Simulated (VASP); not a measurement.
Runs of VASP 6.6.1 on WSe2. The structure is that of space group P6_3/mmc (No. 194), or close to it. The cells are those of the table. 

```csv
task,cell,cutoff (eV),gap on the mesh (eV),pressure (GPa),largest force (eV/Å)
single point,"a = 3.321, b = 3.321, c = 15.257 Å, angles 90.0, 90.0, 120.0°, 6 atoms",520,(a),(b),0.05
single point,"a = 3.316, b = 3.316, c = 14.384 Å, angles 90.0, 90.0, 120.0°, 6 atoms",520,1.38,0.6,0.05
single point,"a = 3.321, b = 3.321, c = 15.709 Å, angles 90.0, 90.0, 120.0°, 6 atoms",520,(c),0.2,0.05
relaxation of shape and atoms at fixed volume,"relaxed from a = 3.354, b = 3.354, c = 15.409 Å, angles 90.0, 90.0, 120.0°, 6 atoms",600,1.51,0.0,-
single point,"a = 3.318, b = 3.318, c = 14.820 Å, angles 90.0, 90.0, 120.0°, 6 atoms",520,1.43,0.4,0.05
```

Alike in all rows: level PBE; potentials or basis VASP PAW PBE potentials, release 64 (W_sv, Se); no spin polarisation; k mesh 12 × 12 × 2; smearing gaussian 0.02 eV.

**Question.** Fill in the values left out.

**Answer.** (a) 1.48; (b) 0.3; (c) 1.52.

Caveats: spin-orbit coupling is left out, which moves the levels of the heavy elements; this functional lacks dispersion, which binds the layers, so the pressure and a relaxed spacing across them are unreliable.

A k mesh can miss the band edges, and the runs leave out spin-orbit coupling on Se, W.
